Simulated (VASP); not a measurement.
Ga: single point with PBE

Crystal: Ga.

```
CELL_PARAMETERS angstrom
-1.61741 1.61741 1.61741
1.61741 -1.61741 1.61741
1.61741 1.61741 -1.61741
ATOMIC_POSITIONS crystal
Ga 0.00000 0.00000 0.00000
```

This cell differs from its parent crystal: volume scaled by 0.88.

- Program: VASP 6.6.1
- Task: single point
- Functional: PBE
- Potentials or basis: VASP PAW PBE potentials, release 64 (Ga_d)
- Cutoff: 520 eV
- k mesh: 16 × 16 × 16
- Occupations: fermi-dirac, width 0.08 eV
- Spin: no spin polarisation

| Property | Result |
| --- | --- |
| Pressure | 8.4 GPa |

Levels at points of the mesh, in eV from the Fermi level:
```tsv
k point	band 3	band 4	band 5	band 6	band 7	band 8	band 9	band 10
(0.00, 0.00, 0.00)	-15.07	-14.83	-14.83	-11.93	13.95	13.95	13.95	18.31
(0.50, 0.00, 0.00)	-14.84	-14.82	-14.67	-4.54	-4.27	7.66	9.68	12.05
(0.50, 0.50, 0.50)	-14.71	-14.71	-14.71	1.64	1.64	1.64	2.40	5.87
```

Run time: 41 s on 1 thread of Intel Xeon 8259CL, on a shared host, peak memory 0.16 GiB.
